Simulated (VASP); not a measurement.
Input of a VASP 6.6.1 run:

Contents of INCAR:

```
PREC = Accurate
ENCUT = 520
EDIFF = 1E-6
ISMEAR = -1
SIGMA = 0.02
LREAL = F
LASPH = T
NELM = 60
ALGO = Normal
ISIF = 2
LWAVE = F
LCHARG = F
GGA = PE
NBANDS = 16
```

The input KPOINTS:

```
Automatic mesh
0
Gamma
  11 11 6
```

File POSCAR:

```
AlN
1.0
    3.1110021516      0.0000000000      0.0000000000
   -1.5555010758      2.6942068945      0.0000000000
    0.0000000000      0.0000000000      4.9282200000
Al N
2 2
Direct
    0.3333333333      0.6666666667      0.0000000000
    0.6666666667      0.3333333333      0.5000000000
    0.3333333333      0.6666666667      0.3850000000
    0.6666666667      0.3333333333      0.8850000000
```

Potentials or basis: VASP PAW PBE potentials, release 64 (Al, N).

The run is started by

```console
$ cat potpaw_PBE.64/Al/POTCAR potpaw_PBE.64/N/POTCAR > POTCAR
$ mpirun -np 1 vasp_std > vasp.out
```

Question: Predict the largest force.

Answer: 0.057 eV/Å.

Question: What does it give for the band gap on the k mesh?

Answer: 4.23 eV, direct.

Question: What does it give for the pressure?

Answer: 5.8 GPa.

Forces on the atoms (eV/Å):
```
Al   0.000  0.000  0.057
Al   0.000  0.000  0.057
N    0.000  0.000 -0.057
N    0.000  0.000 -0.057
```

Caveat: the cell differs from its parent crystal (zz strain of -1 %). A k mesh can miss the band edges.
